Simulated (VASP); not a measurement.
# Cd2TeSe5 (P-3m1) in VASP: single point with PBE

Aim: the single point of Cd2TeSe5 with PBE.

Program: VASP 6.6.1. These are calculated values, not measurements. Logs are shortened: lines on timing, memory, paths and dates and some standing lists are left out, and cuts for length are marked.

## Step 1: The cell of the first run

It takes space group P-3m1 (No. 164, trigonal). Conventional cell: a = 4.379 Å, b = 4.379 Å, c = 13.633 Å, α = 90.00°, β = 90.00°, γ = 120.00°. Within 3.7 Å of Cd (site symmetry 3m) lie 7 Se at 2.69 to 3.67 Å. Te (site symmetry -3m) has 6 Se at 2.92 Å within 3.8 Å. Within 3.9 Å of Se (site symmetry 3m) lie 3 Cd at 2.81 Å and 6 Se at 2.91 to 3.84 Å. Se (site symmetry 3m) has 1 Cd at 2.69 Å and 3 Te at 2.92 Å within 3.6 Å. Se (site symmetry -3m) has 6 Se at 2.91 Å and 6 Cd at 3.67 Å within 3.8 Å.

## Step 2: Single point, PBE

File INCAR:

```
PREC = Accurate
ENCUT = 500
EDIFF = 1E-6
ISMEAR = 0
SIGMA = 0.15
LREAL = False
LASPH = True
NELM = 120
ALGO = Normal
ISIF = 2
LWAVE = False
LCHARG = False
GGA = PE
NBANDS = 40
GGA_COMPAT = False
```

File KPOINTS:

```
Automatic mesh
0
Gamma
  3 3 1
```

File POSCAR:

```
Cd2TeSe5
1.0
    4.3786227027      0.0000000000      0.0000000000
   -2.1893113513      3.7919984941      0.0000000000
    0.0000000000      0.0000000000     13.6332799934
Cd Te Se
2 1 5
Direct
    0.3333333333      0.6666666667      0.3046150243
    0.6666666667      0.3333333333      0.6953849757
    0.0000000000      0.0000000000      0.0000000000
    0.6666666667      0.3333333333      0.3941268158
    0.3333333333      0.6666666667      0.1070373531
    0.3333333333      0.6666666667      0.6058731842
    0.6666666667      0.3333333333      0.8929626469
    0.0000000000      0.0000000000      0.5000000000
```

Potentials or basis: VASP PAW PBE potentials, release 64 (Cd, Te, Se).

Command:

```console
$ cat potpaw_PBE.64/Cd/POTCAR potpaw_PBE.64/Te/POTCAR potpaw_PBE.64/Se/POTCAR > POTCAR
$ mpirun -np 1 vasp_std > vasp.out
```

OUTCAR:

```text
PREC = Accurate
   ENCUT = 500
   EDIFF = 1E-6
   ISMEAR = 0
   LREAL = False
   LASPH = True
   NELM = 120
   ISIF = 2
   GGA = PE

 ion  position               nearest neighbor table
   1  0.333  0.667  0.305-   5 2.69   4 2.81   4 2.81   4 2.81
   2  0.667  0.333  0.695-   7 2.69   6 2.81   6 2.81   6 2.81
   3  0.000  0.000  0.000-   5 2.92   7 2.92   5 2.92   7 2.92   7 2.92   5 2.92
   4  0.667  0.333  0.394-   1 2.81   1 2.81   1 2.81
   5  0.333  0.667  0.107-   1 2.69   3 2.92   3 2.92   3 2.92
   6  0.333  0.667  0.606-   2 2.81   2 2.81   2 2.81
   7  0.667  0.333  0.893-   2 2.69   3 2.92   3 2.92   3 2.92
   8  0.000  0.000  0.500-

  LATTYP: Found a hexagonal cell.
 ALAT       =     4.3786227027
 C/A-ratio  =     3.1136000791

  Lattice vectors:

 A1 = (   4.3786227027,   0.0000000000,   0.0000000000)
 A2 = (  -2.1893113513,   3.7919984941,   0.0000000000)
 A3 = (   0.0000000000,   0.0000000000,  13.6332799934)

Analysis of symmetry for initial positions (statically):
=====================================================================
 Subroutine PRICEL returns:
 Original cell was already a primitive cell.

 Routine SETGRP: Setting up the symmetry group for a
 hexagonal supercell.

 Subroutine GETGRP returns: Found 12 space group operations
 (whereof 12 operations were pure point group operations)
 out of a pool of 24 trial point group operations.

The static configuration has the point symmetry D_3d.

Analysis of symmetry for dynamics (positions and initial velocities):
=====================================================================
 Subroutine PRICEL returns:
 Original cell was already a primitive cell.

 Routine SETGRP: Setting up the symmetry group for a
 hexagonal supercell.

 Subroutine GETGRP returns: Found 12 space group operations
 (whereof 12 operations were pure point group operations)
 out of a pool of 24 trial point group operations.

The dynamic configuration has the point symmetry D_3d.

 Subroutine INISYM returns: Found 12 space group operations
 (whereof 12 operations are pure point group operations),
 and found     1 'primitive' translations

----------------------------------------------------------------------------------------

                                     Primitive cell

  volume of cell :     226.3633

  direct lattice vectors                    reciprocal lattice vectors
     4.378622703  0.000000000  0.000000000     0.228382317  0.131856592  0.000000000
    -2.189311351  3.791998494  0.000000000     0.000000000  0.263713185  0.000000000
     0.000000000  0.000000000 13.633279993     0.000000000  0.000000000  0.073349920

  length of vectors
     4.378622703  4.378622703 13.633279993     0.263713185  0.263713185  0.073349920

  position of ions in fractional coordinates (direct lattice)
     0.333333333  0.666666667  0.304615024
     0.666666667  0.333333333  0.695384976
     0.000000000  0.000000000  0.000000000
     0.666666667  0.333333333  0.394126816
     0.333333333  0.666666667  0.107037353
     0.333333333  0.666666667  0.605873184
     0.666666667  0.333333333  0.892962647
     0.000000000  0.000000000  0.500000000

  ion indices of the primitive-cell ions
   primitive index   ion index
                 1           1
                 2           2
                 3           3
                 4           4
                 5           5
                 6           6
                 7           7
                 8           8

----------------------------------------------------------------------------------------

 KPOINTS: Automatic mesh

Automatic generation of k-mesh.
 Grid dimensions read from file:
 generate k-points for:    3    3    1

 Generating k-lattice:

  Cartesian coordinates                     Fractional coordinates (reciprocal lattice)
     0.076127439  0.043952197  0.000000000     0.333333333  0.000000000  0.000000000
     0.000000000  0.087904395  0.000000000     0.000000000  0.333333333  0.000000000
     0.000000000  0.000000000  0.073349920     0.000000000  0.000000000  1.000000000

  Length of vectors
     0.087904395  0.087904395  0.073349920

  Shift w.r.t. Gamma in fractional coordinates (k-lattice)
     0.000000000  0.000000000  0.000000000

 Subroutine IBZKPT returns following result:
 ===========================================

 Found      3 irreducible k-points:

 Following reciprocal coordinates:
            Coordinates               Weight
  0.000000  0.000000  0.000000      1.000000
  0.333333 -0.000000  0.000000      6.000000
  0.333333  0.333333  0.000000      2.000000
   k-points           NKPTS =      3   k-points in BZ     NKDIM =      3   number of bands    NBANDS=     40
   number of dos      NEDOS =    301   number of ions     NIONS =      8
   total plane-waves  NPLWV = 102400
   dimension x,y,z NGX =    32 NGY =   32 NGZ =  100
   dimension x,y,z NGXF=    64 NGYF=   64 NGZF=  200
   ions per type =               2   1   5
   NGX,Y,Z   is equivalent  to a cutoff of  12.15, 12.15, 12.19 a.u.
   NGXF,Y,Z  is equivalent  to a cutoff of  24.30, 24.30, 24.39 a.u.
 SYSTEM =  unknown system
   PREC   = accura    normal or accurate (medium, high low for compatibility)
   ISTART =      0    job   : 0-new  1-cont  2-samecut
   ICHARG =      2    charge: 1-file 2-atom 10-const
   ISPIN  =      1    spin polarized calculation?
   LNONCOLLINEAR =      F non collinear calculations
   LSORBIT =      F    spin-orbit coupling
   LASPH  =      T    aspherical Exc in radial PAW
   ENCUT  =  500.0 eV  36.75 Ry    6.06 a.u.   7.98  7.98 24.86*2*pi/ulx,y,z
   NELM   =    120;   NELMIN=  2; NELMDL= -5     # of ELM steps
   EDIFF  = 0.1E-05   stopping-criterion for ELM
   LREAL  =      F    real-space projection
   EDIFFG = 0.1E-04   stopping-criterion for IOM
   NSW    =      0    number of steps for IOM
   IBRION =     -1    ionic relax: 0-MD 1-quasi-New 2-CG
   NFREE  =      0    steps in history (QN), initial steepest desc. (CG)
   ISIF   =      2    stress and relaxation
   ISYM   =      2    0-nonsym 1-usesym 2-fastsym
   POTIM  = 0.5000    time-step for ionic-motion
   TEBEG  =    0.0;   TEEND  =   0.0 temperature during run
   PSTRESS=    0.0 pullay stress
   NELECT =      60.0000    total number of electrons
   NUPDOWN=      -1.0000    fix difference up-down
   EMIN   =  10.00;   EMAX   =-10.00  energy-range for DOS
   EFERMI =   0.00;   METHOD = LEGACY
   ISMEAR =     0;   SIGMA  =   0.15  broadening in eV -4-tet -1-fermi 0-gaus
   EFERMI_NEDOS =   21; number of points for ismear=-14 and -15
   IALGO  =     38    algorithm
   IMIX   =      4    mixing-type and parameters
     AMIX     =   0.40;   BMIX     =  1.00
     AMIX_MAG =   1.60;   BMIX_MAG =  1.00
  volume/ion in A,a.u.               =      28.30       190.95
  Fermi-wavevector in a.u.,A,eV,Ry     =   1.051615  1.987263 15.046589  1.105893
  Thomas-Fermi vector in A             =   2.186665
   LORBIT       =      0    0 simple, 1 ext, 2 COOP (PROOUT), +10 PAW based schemes
   GGA     = PE    functional components
   LHFCALC =     F    Hartree Fock is set to
   AEXX    =    0.0000 exact exchange contribution
   IVDW    =     0    specifies the selected vdW correction
   LEPSILON=     F    determine dielectric tensor
   LRPA    =     F    only Hartree local field effects (RPA)
 non-spin polarized calculation
 Gauss-broadening in eV      SIGMA  =   0.15
  energy-cutoff  :      500.00
  volume of cell :      226.36
 maximum number of plane-waves:      5808
 NGX is ok and might be reduce to    32
   NGX = 15   NGY = 15   NGZ = 49

 number of electron      59.9999993 magnetization

 Free energy of the ion-electron system (eV)
  ---------------------------------------------------
  ext. energy  EPLUGINS =         0.00000000
  ---------------------------------------------------
  free energy    TOTEN  =       -22.25394105 eV

  energy without entropy =      -22.16737834  energy(sigma->0) =      -22.21065970

 E-fermi :   3.1264     XC(G=0):  -9.0138

 val. band max:        3.1104115281   @ k =   0.3333  -0.0000   0.0000
 cond. band min:       3.2865729596   @ k =   0.3333  -0.0000   0.0000
 fundamental gap:      0.1761614316
 Fermi energy:         3.1263918781

 k-point     1 :       0.0000    0.0000    0.0000
  band No.  band energies     occupation
      1     -11.9121      2.00000
      2     -11.5298      2.00000
      3     -10.1650      2.00000
      4      -9.9182      2.00000
      5      -8.2992      2.00000
      6      -6.9642      2.00000
[... 32 lines left out ...]
     39       7.7152      0.00000
     40       7.7152      0.00000

 k-point     2 :       0.3333   -0.0000    0.0000
  band No.  band energies     occupation
      1     -11.2203      2.00000
      2     -10.7823      2.00000
      3     -10.0474      2.00000
      4      -9.8429      2.00000
      5      -9.1362      2.00000
      6      -7.9325      2.00000
[... 32 lines left out ...]
     39       7.8121      0.00000
     40       8.4618      0.00000

 k-point     3 :       0.3333    0.3333    0.0000
  band No.  band energies     occupation
      1     -10.2619      2.00000
      2     -10.0801      2.00000
      3     -10.0801      2.00000
      4      -9.9246      2.00000
      5      -9.9246      2.00000
      6      -8.8114      2.00000
[... 32 lines left out ...]
     39       8.2471      0.00000
     40       8.2471      0.00000

------------------------ aborting loop because EDIFF is reached ----------------------------------------

  FORCE on cell =-STRESS in cart. coord.  units (eV):
  Direction    XX          YY          ZZ          XY          YZ          ZX
  --------------------------------------------------------------------------------------
  -------------------------------------------------------------------------------------
  Total        0.3835470      0.3835470     -0.1737960      0.0000000      0.0000000     -0.0000000
  in kB        2.7147080      2.7147080     -1.2301110      0.0000000      0.0000000     -0.0000000
  external PRESSURE =       1.3997683 kB  Pullay stress =       0.0000000 kB

 VOLUME and BASIS-vectors are now :
 -----------------------------------------------------------------------------
  energy-cutoff  :      500.00
  volume of cell :      226.36
      direct lattice vectors                 reciprocal lattice vectors
     4.378622703  0.000000000  0.000000000     0.228382317  0.131856592  0.000000000
    -2.189311351  3.791998494  0.000000000     0.000000000  0.263713185  0.000000000
     0.000000000  0.000000000 13.633279993     0.000000000  0.000000000  0.073349920

 POSITION                                       TOTAL-FORCE (eV/Angst)
 -----------------------------------------------------------------------------------
     -0.00000      2.52800      4.15290         0.000000     -0.000000     -0.039116
      2.18931      1.26400      9.48038        -0.000000      0.000000      0.039116
      0.00000      0.00000      0.00000        -0.000000      0.000000     -0.000000
      2.18931      1.26400      5.37324        -0.000000      0.000000      0.054592
     -0.00000      2.52800      1.45927        -0.000000     -0.000000     -0.031362
     -0.00000      2.52800      8.26004        -0.000000      0.000000     -0.054592
      2.18931      1.26400     12.17401        -0.000000      0.000000      0.031362
      0.00000      0.00000      6.81664        -0.000000      0.000000     -0.000000
 -----------------------------------------------------------------------------------
    total drift:                               -0.000000      0.000000      0.000000

  FREE ENERGIE OF THE ION-ELECTRON SYSTEM (eV)
  ---------------------------------------------------
  free  energy   TOTEN  =       -22.2539410517 eV

  energy  without entropy=      -22.1673783405  energy(sigma->0) =      -22.21065970
```

Run time: 32 s. Hardware: 1 thread of Intel Xeon Platinum 8488C (Sapphire Rapids), shared host; peak memory 0.31 GiB.

What came out:

* Free energy: -22.2539 eV
* Pressure: 0.1 GPa
* Largest force: 0.055 eV/Å
* Band gap on the k mesh: zero (bands 30 and 31 overlap by 0.41 eV)

Forces in eV/Å, atoms in the order of the input:
```
Cd   0.000  0.000 -0.039
Cd   0.000  0.000  0.039
Te   0.000  0.000  0.000
Se   0.000  0.000  0.055
Se   0.000  0.000 -0.031
Se   0.000  0.000 -0.055
Se   0.000  0.000  0.031
Se   0.000  0.000  0.000
```

Stress tensor (GPa, compression positive):
```
 0.27  0.00  0.00
 0.00  0.27  0.00
 0.00  0.00 -0.12
```

Caveat: the k points lie up to 0.55 Å⁻¹ apart; semilocal functionals underestimate gaps, so a narrow gap can read as zero; spin-orbit coupling is left out, which moves the levels of the heavy elements.
